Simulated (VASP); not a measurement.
# Sn4O7 in VASP: single point with PBEsol

Aim: the single point of Sn4O7 with PBEsol.

Program: VASP 6.6.1. These are calculated values, not measurements. Logs are shortened: lines on timing, memory, paths and dates and some standing lists are left out, and cuts for length are marked.

## (1) The cell of the first run

The cell holds a slab with vacuum, 22 atoms: a = 3.212 Å, b = 6.744 Å, c = 17.117 Å, α = 90.00°, β = 90.00°, γ = 90.00°.

## (2) Single point, PBEsol

Contents of INCAR:

```
SYSTEM = Sn4O7
ALGO = Normal
DIPOL = 0.5 0.5 0.500
EDIFF = 1E-6
ENCUT = 520
GGA = PS
IDIPOL = 3
ISIF = 2
ISMEAR = 0
LASPH = .True.
LCHARG = .False.
LDIPOL = .True.
LREAL = Auto
LWAVE = .False.
NBANDS = 115
NELM = 60
PREC = Accurate
SIGMA = 0.05
```

Contents of KPOINTS:

```
k-points
0
Gamma
  8 4 1
  0 0 0
```

Contents of POSCAR:

```
Sn4O7
1.0
    3.2120684225      0.0000000000      0.0000000000
    0.0000000000      6.7443405568      0.0000000000
    0.0000000000      0.0000000000     17.1165108352
Sn O
8 14
Direct
    0.0000000000      0.5000000000      0.2044809268
    0.5000000000      0.0000000000      0.2044809268
    0.0000000000      0.0000000000      0.4014936423
    0.5000000000      0.5000000000      0.4014936423
    0.0000000000      0.5000000000      0.5985063577
    0.5000000000      0.0000000000      0.5985063577
    0.0000000000      0.0000000000      0.7955190732
    0.5000000000      0.5000000000      0.7955190732
    0.5000000000      0.3062765040      0.2044809268
    0.5000000000      0.6937234960      0.2044809268
    0.0000000000      0.0000000000      0.2808129108
    0.0000000000      0.5000000000      0.3251616583
    0.5000000000      0.8062765040      0.4014936423
    0.5000000000      0.1937234960      0.4014936423
    0.0000000000      0.5000000000      0.4778256263
    0.0000000000      0.0000000000      0.5221743737
    0.5000000000      0.3062765040      0.5985063577
    0.5000000000      0.6937234960      0.5985063577
    0.0000000000      0.0000000000      0.6748383417
    0.0000000000      0.5000000000      0.7191870892
    0.5000000000      0.8062765040      0.7955190732
    0.5000000000      0.1937234960      0.7955190732
```

Potentials or basis: VASP PAW PBE potentials, release 64 (Sn_d, O).

Command:

```bash
> cat potpaw_PBE.64/Sn_d/POTCAR potpaw_PBE.64/O/POTCAR > POTCAR
> mpirun -np 1 vasp_std > vasp.out
```

OUTCAR:

```text
SYSTEM = Sn4O7
   EDIFF = 1E-6
   ENCUT = 520
   GGA = PS
   ISIF = 2
   ISMEAR = 0
   LASPH = .True.
   LREAL = Auto
   NELM = 60
   PREC = Accurate

 ion  position               nearest neighbor table
   1  0.000  0.500  0.204-  12 2.07  10 2.07   9 2.07   9 2.07  10 2.07   2 3.74   2 3.74   2 3.74
                             2 3.74   4 3.74   4 3.74
   2  0.500  0.000  0.204-   9 2.07  10 2.07  11 2.07  11 2.07   1 3.74   1 3.74   1 3.74   1 3.74
                             3 3.74   3 3.74
   3  0.000  0.000  0.401-  16 2.07  11 2.07  14 2.07  13 2.07  13 2.07  14 2.07   6 3.74   6 3.74
                             4 3.74   4 3.74   4 3.74   4 3.74   2 3.74   2 3.74
   4  0.500  0.500  0.401-  13 2.07  14 2.07  12 2.07  12 2.07  15 2.07  15 2.07   5 3.74   5 3.74
                             3 3.74   3 3.74   3 3.74   3 3.74   1 3.74   1 3.74
   5  0.000  0.500  0.599-  15 2.07  20 2.07  18 2.07  17 2.07  17 2.07  18 2.07   4 3.74   4 3.74
                             6 3.74   6 3.74   6 3.74   6 3.74   8 3.74   8 3.74
   6  0.500  0.000  0.599-  17 2.07  18 2.07  19 2.07  19 2.07  16 2.07  16 2.07   3 3.74   3 3.74
                             5 3.74   5 3.74   5 3.74   5 3.74   7 3.74   7 3.74
   7  0.000  0.000  0.796-  19 2.07  21 2.07  22 2.07  21 2.07  22 2.07   8 3.74   8 3.74   8 3.74
                             8 3.74   6 3.74   6 3.74
   8  0.500  0.500  0.796-  21 2.07  22 2.07  20 2.07  20 2.07   7 3.74   7 3.74   7 3.74   7 3.74
                             5 3.74   5 3.74
   9  0.500  0.306  0.204-   2 2.07   1 2.07   1 2.07
  10  0.500  0.694  0.204-   2 2.07   1 2.07   1 2.07
  11  0.000  0.000  0.281-   3 2.07   2 2.07   2 2.07
  12  0.000  0.500  0.325-   1 2.07   4 2.07   4 2.07
  13  0.500  0.806  0.401-   4 2.07   3 2.07   3 2.07
  14  0.500  0.194  0.401-   4 2.07   3 2.07   3 2.07
  15  0.000  0.500  0.478-   5 2.07   4 2.07   4 2.07
  16  0.000  0.000  0.522-   3 2.07   6 2.07   6 2.07
  17  0.500  0.306  0.599-   6 2.07   5 2.07   5 2.07
  18  0.500  0.694  0.599-   6 2.07   5 2.07   5 2.07
  19  0.000  0.000  0.675-   7 2.07   6 2.07   6 2.07
  20  0.000  0.500  0.719-   5 2.07   8 2.07   8 2.07
  21  0.500  0.806  0.796-   8 2.07   7 2.07   7 2.07
  22  0.500  0.194  0.796-   8 2.07   7 2.07   7 2.07

  LATTYP: Found a simple orthorhombic cell.
 ALAT       =     3.2120684225
 B/A-ratio  =     2.0996876995
 C/A-ratio  =     5.3288126477

  Lattice vectors:

 A1 = (   3.2120684225,   0.0000000000,   0.0000000000)
 A2 = (   0.0000000000,   6.7443405568,   0.0000000000)
 A3 = (   0.0000000000,   0.0000000000,  17.1165108352)

Analysis of symmetry for initial positions (statically):
=====================================================================
 Subroutine PRICEL returns:
 Original cell was already a primitive cell.

 Routine SETGRP: Setting up the symmetry group for a
 simple orthorhombic supercell.

 Subroutine GETGRP returns: Found  8 space group operations
 (whereof  4 operations were pure point group operations)
 out of a pool of  8 trial point group operations.

The static configuration has the point symmetry C_2v.
 The point group associated with its full space group is D_2h.

Analysis of symmetry for dynamics (positions and initial velocities):
=====================================================================
 Subroutine PRICEL returns:
 Original cell was already a primitive cell.

 Routine SETGRP: Setting up the symmetry group for a
 simple orthorhombic supercell.

 Subroutine GETGRP returns: Found  8 space group operations
 (whereof  4 operations were pure point group operations)
 out of a pool of  8 trial point group operations.

The dynamic configuration has the point symmetry C_2v.
 The point group associated with its full space group is D_2h.

 Subroutine INISYM returns: Found  8 space group operations
 (whereof  4 operations are pure point group operations),
 and found     1 'primitive' translations

----------------------------------------------------------------------------------------

                                     Primitive cell

  volume of cell :     370.7998

  direct lattice vectors                    reciprocal lattice vectors
     3.212068422  0.000000000  0.000000000     0.311325871  0.000000000  0.000000000
     0.000000000  6.744340557  0.000000000     0.000000000  0.148272465  0.000000000
     0.000000000  0.000000000 17.116510835     0.000000000  0.000000000  0.058423122

  length of vectors
     3.212068422  6.744340557 17.116510835     0.311325871  0.148272465  0.058423122

  position of ions in fractional coordinates (direct lattice)
     0.000000000  0.500000000  0.204480927
     0.500000000  0.000000000  0.204480927
     0.000000000  0.000000000  0.401493642
     0.500000000  0.500000000  0.401493642
     0.000000000  0.500000000  0.598506358
     0.500000000  0.000000000  0.598506358
[... 14 lines left out ...]
     0.500000000  0.806276504  0.795519073
     0.500000000  0.193723496  0.795519073

  ion indices of the primitive-cell ions
   primitive index   ion index
                 1           1
                 2           2
                 3           3
                 4           4
                 5           5
                 6           6
[... 14 lines left out ...]
                21          21
                22          22

----------------------------------------------------------------------------------------

 KPOINTS: k-points

Automatic generation of k-mesh.
 Grid dimensions read from file:
 generate k-points for:    8    4    1

 Generating k-lattice:

  Cartesian coordinates                     Fractional coordinates (reciprocal lattice)
     0.038915734  0.000000000  0.000000000     0.125000000  0.000000000  0.000000000
     0.000000000  0.037068116  0.000000000     0.000000000  0.250000000  0.000000000
     0.000000000  0.000000000  0.058423122     0.000000000  0.000000000  1.000000000

  Length of vectors
     0.038915734  0.037068116  0.058423122

  Shift w.r.t. Gamma in fractional coordinates (k-lattice)
     0.000000000  0.000000000  0.000000000

 Subroutine IBZKPT returns following result:
 ===========================================

 Found     15 irreducible k-points:

 Following reciprocal coordinates:
            Coordinates               Weight
  0.000000  0.000000  0.000000      1.000000
  0.125000  0.000000  0.000000      2.000000
  0.250000  0.000000  0.000000      2.000000
  0.375000  0.000000  0.000000      2.000000
  0.500000  0.000000  0.000000      1.000000
  0.000000  0.250000  0.000000      2.000000
  0.125000  0.250000  0.000000      4.000000
  0.250000  0.250000  0.000000      4.000000
  0.375000  0.250000  0.000000      4.000000
  0.500000  0.250000  0.000000      2.000000
  0.000000  0.500000  0.000000      1.000000
  0.125000  0.500000  0.000000      2.000000
  0.250000  0.500000  0.000000      2.000000
  0.375000  0.500000  0.000000      2.000000
  0.500000  0.500000  0.000000      1.000000
   k-points           NKPTS =     15   k-points in BZ     NKDIM =     15   number of bands    NBANDS=    115
   number of dos      NEDOS =    301   number of ions     NIONS =     22
   total plane-waves  NPLWV = 153600
   dimension x,y,z NGX =    24 NGY =   50 NGZ =  128
   dimension x,y,z NGXF=    48 NGYF=  100 NGZF=  256
   ions per type =               8  14
   NGX,Y,Z   is equivalent  to a cutoff of  12.42, 12.32, 12.43 a.u.
   NGXF,Y,Z  is equivalent  to a cutoff of  24.84, 24.65, 24.86 a.u.
 SYSTEM =  Sn4O7
   PREC   = accura    normal or accurate (medium, high low for compatibility)
   ISTART =      0    job   : 0-new  1-cont  2-samecut
   ICHARG =      2    charge: 1-file 2-atom 10-const
   ISPIN  =      1    spin polarized calculation?
   LNONCOLLINEAR =      F non collinear calculations
   LSORBIT =      F    spin-orbit coupling
   LASPH  =      T    aspherical Exc in radial PAW
   ENCUT  =  520.0 eV  38.22 Ry    6.18 a.u.   5.97 12.54 31.83*2*pi/ulx,y,z
   NELM   =     60;   NELMIN=  2; NELMDL= -5     # of ELM steps
   EDIFF  = 0.1E-05   stopping-criterion for ELM
   LREAL  =      T    real-space projection
   EDIFFG = 0.1E-04   stopping-criterion for IOM
   NSW    =      0    number of steps for IOM
   IBRION =     -1    ionic relax: 0-MD 1-quasi-New 2-CG
   NFREE  =      0    steps in history (QN), initial steepest desc. (CG)
   ISIF   =      2    stress and relaxation
   ISYM   =      2    0-nonsym 1-usesym 2-fastsym
   POTIM  = 0.5000    time-step for ionic-motion
   TEBEG  =    0.0;   TEEND  =   0.0 temperature during run
   PSTRESS=    0.0 pullay stress
   NELECT =     196.0000    total number of electrons
   NUPDOWN=      -1.0000    fix difference up-down
   EMIN   =  10.00;   EMAX   =-10.00  energy-range for DOS
   EFERMI =   0.00;   METHOD = LEGACY
   ISMEAR =     0;   SIGMA  =   0.05  broadening in eV -4-tet -1-fermi 0-gaus
   EFERMI_NEDOS =   21; number of points for ismear=-14 and -15
   IALGO  =     38    algorithm
   IMIX   =      4    mixing-type and parameters
     AMIX     =   0.40;   BMIX     =  1.00
     AMIX_MAG =   1.60;   BMIX_MAG =  1.00
  volume/ion in A,a.u.               =      16.85       113.74
  Fermi-wavevector in a.u.,A,eV,Ry     =   1.323672  2.501377 23.838867  1.752107
  Thomas-Fermi vector in A             =   2.453263
   LORBIT       =      0    0 simple, 1 ext, 2 COOP (PROOUT), +10 PAW based schemes
   GGA     = PS    functional components
   LHFCALC =     F    Hartree Fock is set to
   AEXX    =    0.0000 exact exchange contribution
   IVDW    =     0    specifies the selected vdW correction
   LEPSILON=     F    determine dielectric tensor
   LRPA    =     F    only Hartree local field effects (RPA)
 non-spin polarized calculation
 Gauss-broadening in eV      SIGMA  =   0.05
  energy-cutoff  :      520.00
  volume of cell :      370.80
 maximum number of plane-waves:     10048
 NGX is ok and might be reduce to    24
   NGX = 11   NGY = 25   NGZ = 63

 number of electron     196.0000026 magnetization

 dipolmoment           0.000000      0.000000     -0.000000 electrons x Angstroem

 Free energy of the ion-electron system (eV)
  ---------------------------------------------------
  ext. energy  EPLUGINS =         0.00000000
  ---------------------------------------------------
  free energy    TOTEN  =      -139.41857057 eV

  energy without entropy =     -139.41819842  energy(sigma->0) =     -139.41838450

 E-fermi :   5.1570     XC(G=0):  -9.2419

 val. band max:        5.0806977467   @ k =   0.0000   0.2500   0.0000
 cond. band min:       5.2426483230   @ k =   0.1250   0.2500   0.0000
 fundamental gap:      0.1619505763
 Fermi energy:         5.1570164830

 k-point     1 :       0.0000    0.0000    0.0000
  band No.  band energies     occupation
      1     -17.9490      2.00000
      2     -17.9461      2.00000
      3     -17.6860      2.00000
      4     -17.5632      2.00000
      5     -17.4133      2.00000
      6     -17.2167      2.00000
[... 102 lines left out ...]
    109       9.2723      0.00000
    110       9.3650      0.00000

 k-point     2 :       0.1250    0.0000    0.0000
  band No.  band energies     occupation
      1     -17.8714      2.00000
      2     -17.8687      2.00000
      3     -17.6188      2.00000
      4     -17.4962      2.00000
      5     -17.3546      2.00000
      6     -17.3310      2.00000
[... 1461 lines left out ...]
 k-point    15 :       0.5000    0.5000    0.0000
  band No.  band energies     occupation
      1     -18.0656      2.00000
      2     -18.0656      2.00000
      3     -17.6796      2.00000
      4     -17.6796      2.00000
      5     -17.6795      2.00000
      6     -17.6795      2.00000
[... 102 lines left out ...]
    109      10.1297      0.00000
    110      10.1297      0.00000
 [bands above 110 left out]

------------------------ aborting loop because EDIFF is reached ----------------------------------------

 vacuum level on the upper side and lower side of the slab       (xc-potential included)        -1.068        -1.068

  FORCE on cell =-STRESS in cart. coord.  units (eV):
  Direction    XX          YY          ZZ          XY          YZ          ZX
  --------------------------------------------------------------------------------------
  -------------------------------------------------------------------------------------
  Total        6.3997375     18.8845581      1.9370201      0.0000000      0.0000000      0.0000000
  in kB       27.6524251     81.5976948      8.3696093      0.0000000      0.0000000      0.0000000
  external PRESSURE =      39.2065764 kB  Pullay stress =       0.0000000 kB

 VOLUME and BASIS-vectors are now :
 -----------------------------------------------------------------------------
  energy-cutoff  :      520.00
  volume of cell :      370.80
      direct lattice vectors                 reciprocal lattice vectors
     3.212068422  0.000000000  0.000000000     0.311325871  0.000000000  0.000000000
     0.000000000  6.744340557  0.000000000     0.000000000  0.148272465  0.000000000
     0.000000000  0.000000000 17.116510835     0.000000000  0.000000000  0.058423122

 POSITION                                       TOTAL-FORCE (eV/Angst)
 -----------------------------------------------------------------------------------
      0.00000      3.37217      3.50000         0.000000      0.000000      1.634354
      1.60603      0.00000      3.50000         0.000000      0.000000     -0.452800
      0.00000      0.00000      6.87217         0.000000      0.000000      0.215753
      1.60603      3.37217      6.87217         0.000000      0.000000      0.194033
      0.00000      3.37217     10.24434         0.000000      0.000000     -0.215753
      1.60603      0.00000     10.24434         0.000000      0.000000     -0.194033
[... 14 lines left out ...]
      1.60603      5.43780     13.61651         0.000000      1.129986      0.733813
      1.60603      1.30654     13.61651         0.000000     -1.129986      0.733813
 -----------------------------------------------------------------------------------
    total drift:                                0.000000      0.000000      0.000000

  FREE ENERGIE OF THE ION-ELECTRON SYSTEM (eV)
  ---------------------------------------------------
  free  energy   TOTEN  =      -139.4185705676 eV

  energy  without entropy=     -139.4181984228  energy(sigma->0) =     -139.41838450

 vacuum level on the upper side and lower side of the slab         7.859         7.859
```

Run time: 16 min. Hardware: 1 thread of Intel Xeon Platinum 8259CL at 2.50GHz (Skylake/Cascade Lake), shared host; peak memory 0.62 GiB.

Results:

* Free energy: -139.4186 eV
* Largest force: 1.634 eV/Å
* Band gap on the k mesh: zero (band 98 reaches 5.91 eV, above the bottom of band 99 at 4.57 eV)

Forces in eV/Å, atoms in the order of the input:
```
Sn   0.000  0.000  1.634
Sn   0.000  0.000 -0.453
Sn   0.000  0.000  0.216
Sn   0.000  0.000  0.194
Sn   0.000  0.000 -0.216
Sn   0.000  0.000 -0.194
Sn   0.000  0.000 -1.634
Sn   0.000  0.000  0.453
O    0.000  1.130 -0.734
O    0.000 -1.130 -0.734
O    0.000  0.000  0.109
O    0.000  0.000 -0.229
O    0.000 -0.055 -0.053
O    0.000  0.055 -0.053
O    0.000  0.000  0.011
O    0.000  0.000 -0.011
O    0.000 -0.055  0.053
O    0.000  0.055  0.053
O    0.000  0.000  0.229
O    0.000  0.000 -0.109
O    0.000  1.130  0.734
O    0.000 -1.130  0.734
```

Caveat: the PAW data sets were made with another functional, which shifts forces and pressure a little; spin-orbit coupling is left out, which moves the levels of the heavy elements.
